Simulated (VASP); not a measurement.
# Cu2SiO3 (R-3m) in VASP: notebook

Cu2SiO3 is run at these levels: PBEsol; tasks: single point, relaxation of cell and atoms.

Everything below comes from runs of VASP 6.6.1. Logs are shortened: lines on timing, memory, paths and dates and some standing lists are left out, and cuts for length are marked.

## Step 1: The cell of the first run

It takes space group R-3m (No. 166, trigonal). Conventional cell: a = 5.166 Å, b = 5.166 Å, c = 7.289 Å, α = 90.00°, β = 90.00°, γ = 120.00°. Within 2.8 Å of Cu (site symmetry 3m) lie 9 O at 2.02 to 2.80 Å and 1 Cu at 2.14 Å and 1 Si at 2.57 Å. Within 2.6 Å of Si (site symmetry -3m) lie 6 O at 1.92 Å and 2 Cu at 2.57 Å. Within 2.6 Å of O (site symmetry 2/m) lie 2 Si at 1.92 Å and 2 Cu at 2.02 Å and 4 O at 2.58 Å.

## Step 2: Single point, PBEsol

File INCAR:

```
SYSTEM = Cu2SiO3
ALGO = Normal
EDIFF = 1E-6
ENCUT = 520
GGA = PS
ISIF = 2
ISMEAR = -1
LASPH = .TRUE.
LCHARG = .FALSE.
LREAL = .FALSE.
LWAVE = .FALSE.
NBANDS = 31
NELM = 100
PREC = Accurate
SIGMA = 0.03
```

File KPOINTS:

```
k-points
0
G
  6 6 6
  0 0 0
```

File POSCAR:

```
Cu2SiO3
1.0
    2.5831242992      1.4913675095      2.4298117622
   -2.5831242992      1.4913675095      2.4298117622
    0.0000000000     -2.9827350190      2.4298117622
Cu Si O
2 1 3
Direct
    0.6471100091      0.6471100091      0.6471100091
    0.3528899909      0.3528899909      0.3528899909
    0.0000000000      0.0000000000      0.0000000000
    0.0000000000      0.5000000000      0.0000000000
    0.5000000000      0.0000000000      0.0000000000
    0.0000000000      0.0000000000      0.5000000000
```

Potentials or basis: VASP PAW PBE potentials, release 64 (Cu, Si, O).

Started as:

```sh
$ cat potpaw_PBE.64/Cu/POTCAR potpaw_PBE.64/Si/POTCAR potpaw_PBE.64/O/POTCAR > POTCAR
$ mpirun -np 1 vasp_std > vasp.out
```

OUTCAR:

```text
SYSTEM = Cu2SiO3
   EDIFF = 1E-6
   ENCUT = 520
   GGA = PS
   ISIF = 2
   ISMEAR = -1
   LASPH = .TRUE.
   LREAL = .FALSE.
   NELM = 100
   PREC = Accurate

 ion  position               nearest neighbor table
   1  0.647  0.647  0.647-   4 2.02   5 2.02   6 2.02   2 2.14   3 2.57
   2  0.353  0.353  0.353-   4 2.02   5 2.02   6 2.02   1 2.14   3 2.57
   3  0.000  0.000  0.000-   4 1.92   5 1.92   4 1.92   5 1.92   6 1.92   6 1.92   1 2.57   2 2.57

   4  0.000  0.500  0.000-   3 1.92   3 1.92   1 2.02   2 2.02
   5  0.500  0.000  0.000-   3 1.92   3 1.92   1 2.02   2 2.02
   6  0.000  0.000  0.500-   3 1.92   3 1.92   1 2.02   2 2.02

  LATTYP: Found a trigonal (rhomboedric) cell.
 ALAT       =     3.8471669308
 COS(alpha) =     0.0983488452

  Lattice vectors:

 A1 = (   2.5831242992,   1.4913675095,   2.4298117622)
 A2 = (  -2.5831242992,   1.4913675095,   2.4298117622)
 A3 = (   0.0000000000,  -2.9827350190,   2.4298117622)

Analysis of symmetry for initial positions (statically):
=====================================================================
 Subroutine PRICEL returns:
 Original cell was already a primitive cell.

 Routine SETGRP: Setting up the symmetry group for a
 trigonal (rhombohedral) supercell.

 Subroutine GETGRP returns: Found 12 space group operations
 (whereof 12 operations were pure point group operations)
 out of a pool of 12 trial point group operations.

The static configuration has the point symmetry D_3d.

Analysis of symmetry for dynamics (positions and initial velocities):
=====================================================================
 Subroutine PRICEL returns:
 Original cell was already a primitive cell.

 Routine SETGRP: Setting up the symmetry group for a
 trigonal (rhombohedral) supercell.

 Subroutine GETGRP returns: Found 12 space group operations
 (whereof 12 operations were pure point group operations)
 out of a pool of 12 trial point group operations.

The dynamic configuration has the point symmetry D_3d.

 Subroutine INISYM returns: Found 12 space group operations
 (whereof 12 operations are pure point group operations),
 and found     1 'primitive' translations

----------------------------------------------------------------------------------------

                                     Primitive cell

  volume of cell :      56.1635

  direct lattice vectors                    reciprocal lattice vectors
     2.583124299  1.491367510  2.429811762     0.193564050  0.111754256  0.137184838
    -2.583124299  1.491367510  2.429811762    -0.193564050  0.111754256  0.137184838
     0.000000000 -2.982735019  2.429811762     0.000000000 -0.223508512  0.137184838

  length of vectors
     3.847166931  3.847166931  3.847166931     0.262251282  0.262251282  0.262251282

  position of ions in fractional coordinates (direct lattice)
     0.647110009  0.647110009  0.647110009
     0.352889991  0.352889991  0.352889991
     0.000000000  0.000000000  0.000000000
     0.000000000  0.500000000  1.000000000
     0.500000000  0.000000000  1.000000000
     1.000000000  1.000000000  0.500000000

  ion indices of the primitive-cell ions
   primitive index   ion index
                 1           1
                 2           2
                 3           3
                 4           4
                 5           5
                 6           6

----------------------------------------------------------------------------------------

 KPOINTS: k-points

Automatic generation of k-mesh.
 Grid dimensions read from file:
 generate k-points for:    6    6    6

 Generating k-lattice:

  Cartesian coordinates                     Fractional coordinates (reciprocal lattice)
     0.032260675  0.018625709  0.022864140     0.166666667 -0.000000000 -0.000000000
    -0.032260675  0.018625709  0.022864140    -0.000000000  0.166666667 -0.000000000
     0.000000000 -0.037251419  0.022864140    -0.000000000 -0.000000000  0.166666667

  Length of vectors
     0.043708547  0.043708547  0.043708547

  Shift w.r.t. Gamma in fractional coordinates (k-lattice)
     0.000000000  0.000000000  0.000000000

 Subroutine IBZKPT returns following result:
 ===========================================

 Found     32 irreducible k-points:

 Following reciprocal coordinates:
            Coordinates               Weight
  0.000000  0.000000  0.000000      1.000000
  0.166667 -0.000000 -0.000000      6.000000
  0.333333 -0.000000 -0.000000      6.000000
  0.500000 -0.000000 -0.000000      3.000000
  0.166667  0.166667 -0.000000      6.000000
  0.333333  0.166667 -0.000000     12.000000
[... 16 lines left out ...]
  0.500000  0.500000  0.166667      6.000000
 -0.333333  0.500000  0.166667     12.000000
 [... further k-points ...]
   k-points           NKPTS =     32   k-points in BZ     NKDIM =     32   number of bands    NBANDS=     31
   number of dos      NEDOS =    301   number of ions     NIONS =      6
   total plane-waves  NPLWV =  27000
   dimension x,y,z NGX =    30 NGY =   30 NGZ =   30
   dimension x,y,z NGXF=    60 NGYF=   60 NGZF=   60
   ions per type =               2   1   3
   NGX,Y,Z   is equivalent  to a cutoff of  12.96, 12.96, 12.96 a.u.
   NGXF,Y,Z  is equivalent  to a cutoff of  25.93, 25.93, 25.93 a.u.
 SYSTEM =  Cu2SiO3
   PREC   = accura    normal or accurate (medium, high low for compatibility)
   ISTART =      0    job   : 0-new  1-cont  2-samecut
   ICHARG =      2    charge: 1-file 2-atom 10-const
   ISPIN  =      1    spin polarized calculation?
   LNONCOLLINEAR =      F non collinear calculations
   LSORBIT =      F    spin-orbit coupling
   LASPH  =      T    aspherical Exc in radial PAW
   ENCUT  =  520.0 eV  38.22 Ry    6.18 a.u.   7.15  7.15  7.15*2*pi/ulx,y,z
   NELM   =    100;   NELMIN=  2; NELMDL= -5     # of ELM steps
   EDIFF  = 0.1E-05   stopping-criterion for ELM
   LREAL  =      F    real-space projection
   EDIFFG = 0.1E-04   stopping-criterion for IOM
   NSW    =      0    number of steps for IOM
   IBRION =     -1    ionic relax: 0-MD 1-quasi-New 2-CG
   NFREE  =      0    steps in history (QN), initial steepest desc. (CG)
   ISIF   =      2    stress and relaxation
   ISYM   =      2    0-nonsym 1-usesym 2-fastsym
   POTIM  = 0.5000    time-step for ionic-motion
   TEBEG  =    0.0;   TEEND  =   0.0 temperature during run
   PSTRESS=    0.0 pullay stress
   NELECT =      44.0000    total number of electrons
   NUPDOWN=      -1.0000    fix difference up-down
   EMIN   =  10.00;   EMAX   =-10.00  energy-range for DOS
   EFERMI =   0.00;   METHOD = LEGACY
   ISMEAR =    -1;   SIGMA  =   0.03  broadening in eV -4-tet -1-fermi 0-gaus
   EFERMI_NEDOS =   21; number of points for ismear=-14 and -15
   IALGO  =     38    algorithm
   IMIX   =      4    mixing-type and parameters
     AMIX     =   0.40;   BMIX     =  1.00
     AMIX_MAG =   1.60;   BMIX_MAG =  1.00
  volume/ion in A,a.u.               =       9.36        63.17
  Fermi-wavevector in a.u.,A,eV,Ry     =   1.509180  2.851937 30.988968  2.277625
  Thomas-Fermi vector in A             =   2.619536
   LORBIT       =      0    0 simple, 1 ext, 2 COOP (PROOUT), +10 PAW based schemes
   GGA     = PS    functional components
   LHFCALC =     F    Hartree Fock is set to
   AEXX    =    0.0000 exact exchange contribution
   IVDW    =     0    specifies the selected vdW correction
   LEPSILON=     F    determine dielectric tensor
   LRPA    =     F    only Hartree local field effects (RPA)
 non-spin polarized calculation
  energy-cutoff  :      520.00
  volume of cell :       56.16
 maximum number of plane-waves:      1533
 NGX is ok and might be reduce to    30
   NGX = 15   NGY = 15   NGZ = 15

 number of electron      43.9999999 magnetization

 Free energy of the ion-electron system (eV)
  ---------------------------------------------------
  ext. energy  EPLUGINS =         0.00000000
  ---------------------------------------------------
  free energy    TOTEN  =       -34.23411836 eV

  energy without entropy =      -34.22449359  energy(sigma->0) =      -34.22930598

 E-fermi :   8.0656     XC(G=0): -12.4922

 val. band max:        8.0492928109   @ k =   0.1667   0.1667   0.1667
 cond. band min:       8.0776576143   @ k =   0.5000   0.5000   0.1667
 fundamental gap:      0.0283648034
 Fermi energy:         8.0656412603

 k-point     1 :       0.0000    0.0000    0.0000
  band No.  band energies     occupation
      1     -13.8599      2.00000
      2     -11.0504      2.00000
      3     -11.0504      2.00000
      4      -1.8767      2.00000
      5      -0.7552      2.00000
      6      -0.7552      2.00000
[... 23 lines left out ...]
     30      18.4342      0.00000
     31      18.4342      0.00000

 k-point     2 :       0.1667   -0.0000   -0.0000
  band No.  band energies     occupation
      1     -13.7230      2.00000
      2     -11.2410      2.00000
      3     -11.0479      2.00000
      4      -1.7194      2.00000
      5      -0.7578      2.00000
      6      -0.6431      2.00000
[... 23 lines left out ...]
     30      18.2252      0.00000
     31      18.4299      0.00000

 k-point     3 :       0.3333   -0.0000   -0.0000
  band No.  band energies     occupation
      1     -13.3626      2.00000
      2     -11.7082      2.00000
      3     -11.0427      2.00000
      4      -1.3189      2.00000
      5      -0.6941      2.00000
      6      -0.3884      2.00000
[... 23 lines left out ...]
     30      17.2547      0.00000
     31      18.5863      0.00000

 k-point     4 :       0.5000   -0.0000   -0.0000
  band No.  band energies     occupation
      1     -13.0737      2.00000
      2     -12.0503      2.00000
      3     -11.0400      2.00000
      4      -1.0433      2.00000
      5      -0.5978      2.00000
      6      -0.2407      2.00000
[... 635 lines left out ...]
     30      17.5426      0.00000
     31      17.7406      0.00000

 k-point    23 :       0.5000    0.5000    0.1667
  band No.  band energies     occupation
      1     -12.3117      2.00000
      2     -11.9919      2.00000
      3     -11.6783      2.00000
      4      -3.5336      2.00000
      5      -0.1227      2.00000
      6       0.8266      2.00000
[... 23 lines left out ...]
     30      16.7139      0.00000
     31      19.3066      0.00000

 k-point    24 :      -0.3333    0.5000    0.1667
  band No.  band energies     occupation
      1     -12.4160      2.00000
      2     -12.1002      2.00000
      3     -11.5319      2.00000
      4      -3.1687      2.00000
      5       0.1375      2.00000
      6       0.5985      2.00000
[... 23 lines left out ...]
     30      17.1480      0.00000
     31      18.7994      0.00000

 [... further k-points ...]
[... 5 lines left out ...]
  --------------------------------------------------------------------------------------
  -------------------------------------------------------------------------------------
  Total        0.1380444      0.1380444      0.3061781     -0.0000000     -0.0000000     -0.0000000
  in kB        3.9379977      3.9379977      8.7343554     -0.0000000     -0.0000000     -0.0000000
  external PRESSURE =       5.5367836 kB  Pullay stress =       0.0000000 kB

 VOLUME and BASIS-vectors are now :
 -----------------------------------------------------------------------------
  energy-cutoff  :      520.00
  volume of cell :       56.16
      direct lattice vectors                 reciprocal lattice vectors
     2.583124299  1.491367510  2.429811762     0.193564050  0.111754256  0.137184838
    -2.583124299  1.491367510  2.429811762    -0.193564050  0.111754256  0.137184838
     0.000000000 -2.982735019  2.429811762     0.000000000 -0.223508512  0.137184838

 POSITION                                       TOTAL-FORCE (eV/Angst)
 -----------------------------------------------------------------------------------
      0.00000      0.00000      4.71707         0.000000     -0.000000     -0.037406
      0.00000      0.00000      2.57237         0.000000      0.000000      0.037406
      0.00000      0.00000      0.00000         0.000000      0.000000     -0.000000
     -1.29156      0.74568      1.21491         0.000000      0.000000      0.000000
      1.29156      0.74568      1.21491        -0.000000     -0.000000     -0.000000
      0.00000     -1.49137      1.21491         0.000000     -0.000000     -0.000000
 -----------------------------------------------------------------------------------
    total drift:                               -0.000000      0.000000      0.000000

  FREE ENERGIE OF THE ION-ELECTRON SYSTEM (eV)
  ---------------------------------------------------
  free  energy   TOTEN  =       -34.2341183619 eV

  energy  without entropy=      -34.2244935943  energy(sigma->0) =      -34.22930598
```

It took 50 s on 1 thread of AMD EPYC 7R43 (Zen 3), shared host; peak memory 0.16 GiB.

Results:

```yaml
Free_energy: -34.2341 eV
Pressure: 0.6 GPa
Largest_force: 0.037 eV/Å
Band_gap_on_the_k_mesh: zero (bands 22 and 23 overlap by 0.69 eV)
```

Forces on the atoms (eV/Å):
```
Cu   0.000  0.000 -0.037
Cu   0.000  0.000  0.037
Si   0.000  0.000  0.000
O    0.000  0.000  0.000
O    0.000  0.000  0.000
O    0.000  0.000  0.000
```

Caveat: the PAW data sets were made with another functional, which shifts forces and pressure a little; semilocal functionals often make such compounds metallic where correlation or magnetic order opens a gap, which also shifts bond lengths.

## Step 3: Relaxation of cell and atoms, PBEsol

This run uses another cell than the first one, of 14.59 Å³/atom.

File INCAR:

```
PREC = Accurate
ENCUT = 600
EDIFF = 1E-7
ISMEAR = -1
SIGMA = 0.03
LREAL = F
LASPH = T
NELM = 60
ALGO = Normal
ISIF = 3
LWAVE = F
LCHARG = F
GGA = PS
IBRION = 2
NSW = 100
EDIFFG = -0.01
```

File KPOINTS:

```
Automatic mesh
0
Gamma
  6 6 6
```

File POSCAR:

```
Cu2SiO3
1.0
    2.5074114600      1.4476546800      4.0187125100
   -2.5074114600      1.4476546800      4.0187125100
    0.0000000000     -2.8953093600      4.0187125100
Cu Si O
2 1 3
Direct
    0.6247839200      0.6247839200      0.6247839200
    0.3752160800      0.3752160800      0.3752160800
    0.0000000000      0.0000000000      0.0000000000
    0.0000000000      0.5000000000      0.0000000000
    0.5000000000      0.0000000000      0.0000000000
    0.0000000000      0.0000000000      0.5000000000
```

Potentials or basis: VASP PAW PBE potentials, release 64 (Cu, Si, O).

Started as:

```sh
$ cat potpaw_PBE.64/Cu/POTCAR potpaw_PBE.64/Si/POTCAR potpaw_PBE.64/O/POTCAR > POTCAR
$ mpirun -np 1 vasp_std > vasp.out
```

Wall time 20 min (1 thread of AMD EPYC 7R43 (Zen 3), shared host); peak memory 0.26 GiB.

The run converged. Its results:

- Free energy: -34.2702 eV
- Relaxed volume: 9.38 Å³/atom
- Relaxed cell: a = 3.850 Å, b = 3.850 Å, c = 3.850 Å, α = 84.25°, β = 84.25°, γ = 84.25°
- Space group after relaxing (to 0.1 Å): R-3m (No. 166)
- Energy gained by relaxing: 1665.3 meV/atom
- Ionic steps: 16
- Pressure after relaxing: 0.1 GPa
- Band gap on the k mesh: zero (bands 22 and 23 overlap by 0.69 eV)

Forces on the atoms (eV/Å):
```
Cu   0.000  0.000  0.002
Cu   0.000  0.000 -0.002
Si   0.000  0.000  0.000
O    0.000  0.000  0.000
O    0.000  0.000  0.000
O    0.000  0.000  0.000
```

The path:
| step | energy change (eV) | largest force (eV/Å) | pressure (GPa) | volume (Å³) |
| --- | --- | --- | --- | --- |
| 1 | 0.0000 | 0.0248 | -25.35 | 87.52 |
| 2 | -4.5747 | 0.2220 | -12.08 | 61.23 |
| 3 | -5.2751 | 0.4758 | 5.37 | 54.06 |
| 4 | -5.3443 | 0.6604 | 15.55 | 51.52 |
| 5 | -7.5182 | 4.8183 | 62.66 | 44.53 |
| 6 | -7.6286 | 4.0344 | 53.00 | 45.33 |
| 7 | -9.2013 | 1.8762 | 35.06 | 48.49 |
| 8 | -9.3065 | 1.2186 | 32.06 | 49.55 |
| 9 | -9.9346 | 0.0655 | 7.65 | 53.81 |
| 10 | -9.9686 | 0.0646 | 2.16 | 55.22 |
| 11 | -9.9686 | 0.0712 | 1.75 | 55.34 |
| 12 | -9.9806 | 0.0746 | 0.98 | 55.67 |
| 13 | -9.9873 | 0.3580 | -0.56 | 56.30 |
| 14 | -9.9876 | 0.3086 | -0.29 | 56.19 |
| 15 | -9.9913 | 0.1150 | -0.07 | 56.24 |
| 16 | -9.9919 | 0.0025 | 0.08 | 56.26 |

Final structure:
```xyz
6
Lattice="2.5825 1.4910 2.4352 -2.5825 1.4910 2.4352 0.0000 -2.9821 2.4352" Properties=species:S:1:pos:R:3 pbc="T T T"
Cu    0.0000    0.0000    4.7259
Cu    0.0000    0.0000    2.5797
Si    0.0000    0.0000    0.0000
O    -1.2913    0.7455    1.2176
O     1.2913    0.7455    1.2176
O     0.0000   -1.4910    1.2176
```

Levels at points of the mesh, in eV from the Fermi level:
```
           k point  band 20  band 21  band 22  band 23  band 24  band 25
(0.00, 0.00, 0.00)    -1.21    -1.21    -1.12    -0.40    -0.40     5.94
(0.50, 0.00, 0.00)    -1.05    -0.82    -0.11     1.42     2.02     4.17
(0.50, 0.50, 0.00)    -1.17    -1.11     0.17     2.00     4.57     4.86
(0.50, 0.50, 0.50)    -1.35    -0.42    -0.42     0.06     3.82     3.82
```

Caveat: the volume moved by over 15 % at a fixed basis, so the end points are rough; the PAW data sets were made with another functional, which shifts forces and pressure a little; semilocal functionals often make such compounds metallic where correlation or magnetic order opens a gap, which also shifts bond lengths. With open d or f shells a metallic result of PBEsol can be an artefact of self-interaction; +U or a hybrid may open a gap.

The gap in the log of VASP goes by the Fermi energy; the results here count the filled bands.